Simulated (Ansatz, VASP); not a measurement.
Two plane-wave programs on Ga

INCAR

```
SYSTEM = Ga
PREC     = Accurate       ! precision mode
ENCUT    = 600            ! plane-wave cutoff, eV
EDIFF    = 1E-7           ! SCF threshold, eV
ISMEAR   = 0              ! smearing method
SIGMA    = 0.1            ! smearing width, eV
LREAL    = .False.        ! projectors in reciprocal space
LASPH    = .True.         ! aspherical terms in the spheres
NELM     = 80             ! most SCF steps
ALGO     = Fast           ! electronic algorithm
ISIF     = 3              ! what is computed and relaxed
LWAVE    = .False.        ! write WAVECAR
LCHARG   = .False.        ! write CHGCAR
GGA      = PE             ! functional
IBRION   = 2              ! ionic algorithm
NSW      = 100            ! ionic steps
EDIFFG   = -0.01          ! ionic threshold
```

KPOINTS

```
Automatic mesh
0
Gamma
  12 12 12
  0 0 0
```

The input POSCAR:

```
Ga
1.0
    3.9424164048      0.0000000000      0.0000000000
    0.0000000000      3.9424164048      0.0000000000
    0.0000000000      0.0000000000      3.9424164048
Ga
3
Direct
    0.0000000000      0.5000000000      0.5000000000
    0.5000000000      0.0000000000      0.5000000000
    0.5000000000      0.5000000000      0.0000000000
```

Input for Ansatz:

```yaml
crystal:
  lattice:
    - [3.9424164048, 0.0, 0.0]
    - [0.0, 3.9424164048, 0.0]
    - [0.0, 0.0, 3.9424164048]
  atoms:
    - { symbol: Ga, position: [0.0, 0.5, 0.5] }
    - { symbol: Ga, position: [0.5, 0.0, 0.5] }
    - { symbol: Ga, position: [0.5, 0.5, 0.0] }
basis:
  ecutwfc: 420
kpoints:
  mp_grid: { grid: [12, 12, 12] }
hamiltonian:
  xc: pbe
scf:
  occupations: { method: gaussian, width: 0.1 }
output:
  forces: true
  stress: true
  eigenvalues: true
  write_density: true
  write_potential: true
  elf: true
  volumetric_format: npy
relax:
  adjacent_minimum: "off"
  f_tol: 0.01
  max_steps: 80
  cell: { stress_tol: 0.05 }
```

Alike in both runs: task relaxation of cell and atoms; functional PBE; k mesh 12 × 12 × 12; occupations gaussian, width 0.1 eV; no spin polarisation.

```csv
,VASP,Ansatz
version,VASP 6.6.1,Ansatz 0.2.0
potentials or method,"VASP PAW PBE potentials, release 64 (Ga_d), cutoff 600 eV","scalar-relativistic, plane waves, PAW"
valence electrons in the cell,39,39
```

|  | VASP | Ansatz | Ansatz less VASP |
| --- | --- | --- | --- |
| gap on the k mesh at the Fermi level, each at its own relaxed structure (eV) | none | none | - |
| relaxed volume (Å³/atom) | 20.43 | 20.37 | -0.056 |
| relaxed cell length with the largest relative difference (Å) | 3.942 | 3.939 | -0.0036 |

A gap of «none» marks a metal or a gap that the smearing closes.

Noted on VASP's run: the relaxation stopped at its first step, so nothing moved.
